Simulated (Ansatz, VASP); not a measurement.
# One calculation of NbAs, two programs

```
Nb As
1.0
    -1.74856    1.74856    5.91685
     1.74856   -1.74856    5.91685
     1.74856    1.74856   -5.91685
Nb As
2 2
Direct
  0.50000 0.00000 0.50000
  0.75000 0.75000 0.00000
  0.91600 0.41600 0.50000
  0.16600 0.16600 0.00000
```

Change from the starting cell: volume scaled by 1.04.

Alike in both runs: task single point; functional LDA; k mesh 11 × 11 × 11; occupations fermi-dirac, width 0.05 eV; no spin polarisation.

```csv
,VASP,Ansatz
version,VASP 6.6.1,Ansatz 0.2.0
potentials or method,"VASP PAW LDA potentials, release 64 (Nb_sv, As), cutoff 520 eV","all-electron LAPW, scalar-relativistic"
```

|  | VASP | Ansatz | Ansatz less VASP |
| --- | --- | --- | --- |
| gap on the k mesh at the Fermi level (eV) | none | none | - |
| pressure (GPa) | -11.1 | -11.3 | -0.25 |
| traceless stress, the component that is largest in VASP (GPa) | 1.40 | 1.45 | +0.051 |
| rms of the force components (eV/Å) | 0.134 | 0.132 | -0.0020 |

LDA's correlation is that of Perdew and Zunger in VASP and of Perdew and Wang (1992) in Ansatz. Atom by atom the forces differ by 0.002 eV/Å (rms over components). A gap of «none» marks a metal or a gap that the smearing closes. Ansatz ran all-electron here, and VASP with PAW potentials.
